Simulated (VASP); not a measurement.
GaAs: relaxation of cell and atoms with PBE

Crystal: GaAs.

```xyz
2
Lattice="0.0000 2.8727 2.8727 2.8727 0.0000 2.8727 2.8727 2.8727 0.0000" Properties=species:S:1:pos:R:3 pbc="T T T"
Ga    0.0000    0.0000    0.0000
As    4.3090    4.3090    4.3090
```

| Item | Value |
| --- | --- |
| Program | VASP 6.6.1 |
| Task | relaxation of cell and atoms |
| Functional | PBE |
| Potentials or basis | VASP PAW PBE potentials, release 64 (Ga_d, As) |
| Cutoff | 600 eV |
| k mesh | 12 × 12 × 12 |
| Occupations | gaussian, width 0.02 eV |
| Spin | no spin polarisation |
| Target pressure | 16 GPa |
| Dipole correction | no |
| Further INCAR settings | ALGO = Normal; EDIFF = 1e-07; IBRION = 2; EDIFFG = -0.001; NSW = 80; ISIF = 3 |

The relaxed volume is 19.94 Å³/atom. The relaxed cell is a = 3.835 Å, b = 3.835 Å, c = 3.835 Å, α = 60.00°, β = 60.00°, γ = 60.00° and the space group after relaxing (to 0.05 Å) is F-43m (No. 216). The energy change on relaxing (the enthalpy is what falls) is +162.0 meV/atom and the ionic steps are 12. The pressure after relaxing is 16.0 GPa. The band gap on the k mesh is 1.19 eV, indirect (least direct gap 1.50 eV).

The path:
| step | energy change (eV) | largest force (eV/Å) | pressure (GPa) | volume (Å³) |
| --- | --- | --- | --- | --- |
| 1 | 0.0000 | 0.0000 | 0.15 | 47.41 |
| 2 | 1.6321 | 0.0000 | 50.42 | 33.07 |
| 3 | 0.2973 | 0.0000 | 15.17 | 40.16 |
| 4 | 0.3180 | 0.0000 | 15.80 | 39.94 |
| 5 | 0.3321 | 0.0000 | 16.30 | 39.80 |
| 6 | 0.3131 | 0.0000 | 15.67 | 39.99 |
| 7 | 0.3242 | 0.0000 | 16.04 | 39.88 |
| 8 | 0.3230 | 0.0000 | 15.96 | 39.89 |
| 9 | 0.3236 | 0.0000 | 16.01 | 39.89 |
| 10 | 0.3234 | 0.0000 | 15.97 | 39.89 |
| 11 | 0.3251 | 0.0000 | 16.06 | 39.87 |
| 12 | 0.3241 | 0.0000 | 16.00 | 39.88 |

Final structure:
```cif
data_structure
_symmetry_space_group_name_H-M 'P 1'
_symmetry_Int_Tables_number 1
_cell_length_a 3.8350
_cell_length_b 3.8350
_cell_length_c 3.8350
_cell_angle_alpha 60.000
_cell_angle_beta 60.000
_cell_angle_gamma 60.000
_cell_volume 39.88
loop_
_atom_site_label
_atom_site_type_symbol
_atom_site_fract_x
_atom_site_fract_y
_atom_site_fract_z
_atom_site_occupancy
Ga1 Ga 0.00000 0.00000 0.00000 1
As1 As 0.75000 0.75000 0.75000 1
```

Levels at points of the mesh, in eV from the valence-band top:
| k point | band 5 | band 6 | band 7 | band 8 | band 9 | band 10 | band 11 | band 12 | band 13 |
| --- | --- | --- | --- | --- | --- | --- | --- | --- | --- |
| (0.00, 0.00, 0.00) | -14.97 | -13.70 | 0.00 | 0.00 | 0.00 | 1.50 | 3.74 | 3.74 | 3.74 |
| (0.50, 0.00, 0.00) | -14.97 | -11.51 | -7.39 | -1.35 | -1.35 | 1.36 | 4.65 | 4.65 | 7.82 |
| (0.50, 0.50, 0.00) | -14.96 | -10.61 | -7.45 | -3.15 | -3.15 | 1.20 | 1.55 | 11.19 | 11.19 |

It took 4.4 min on 1 thread of AMD EPYC 7R43 64-Core Processor (Zen 3) (shared host), peak memory 0.19 GiB.

Caveat: the cell is relaxed towards a set pressure, so the enthalpy falls and the energy may rise; the volume moved by over 15 % at a fixed basis, so the end points are rough. A k mesh can miss the band edges.
